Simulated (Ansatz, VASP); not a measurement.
## Ge in VASP and in Ansatz

File INCAR:

```
ALGO = Normal ; EDIFF = 1E-6
ENCUT = 520 ; GGA = PE
ISIF = 2 ; ISMEAR = 0
LASPH = True ; LCHARG = False
LREAL = False ; LWAVE = False
NBANDS = 13 ; NELM = 60
PREC = Accurate ; SIGMA = 0.15
```

File KPOINTS:

```
k-points
0
Gamma
  20 20 18
```

File POSCAR:

```
Ge
1.0
    1.2923628250     -2.4054773000      0.0000000000
    1.2923628250      2.4054773000      0.0000000000
    0.0000000000      0.0000000000      2.6982310000
Ge
1
Direct
    0.5000000000      0.5000000000      0.0000000000
```

Input for Ansatz:

```yaml
crystal:
  lattice:
    - [1.292362825, -2.4054773, 0.0]
    - [1.292362825, 2.4054773, 0.0]
    - [0.0, 0.0, 2.698231]
  atoms:
    - { symbol: Ge, position: [0.5, 0.5, 0.0] }
basis:
  ecutwfc: 420
kpoints:
  mp_grid: { grid: [20, 20, 18] }
hamiltonian:
  xc: pbe
scf:
  occupations: { method: gaussian, width: 0.15 }
output:
  forces: true
  stress: true
  eigenvalues: true
  write_density: true
  write_potential: true
  elf: true
  volumetric_format: npy
```

Change from the starting cell: strain -0.0750 x Voigt [1, 1, 0, 0, 0, 0], atoms carried along.

Alike in both runs: task single point; functional PBE; k mesh 20 × 20 × 18; occupations gaussian, width 0.15 eV; no spin polarisation.

```csv
,VASP,Ansatz
version,VASP 6.6.1,Ansatz 0.2.0
potentials or method,"VASP PAW PBE potentials, release 64 (Ge_d), cutoff 520 eV","scalar-relativistic, plane waves, PAW"
valence electrons in the cell,14,14
```

|  | VASP | Ansatz | Ansatz less VASP |
| --- | --- | --- | --- |
| gap on the k mesh at the Fermi level (eV) | none | none | - |
| pressure (GPa) | 14.6 | 14.7 | +0.14 |
| traceless stress, the component that is largest in VASP (GPa) | -12.83 | -12.81 | +0.018 |

A gap of «none» marks a metal or a gap that the smearing closes.
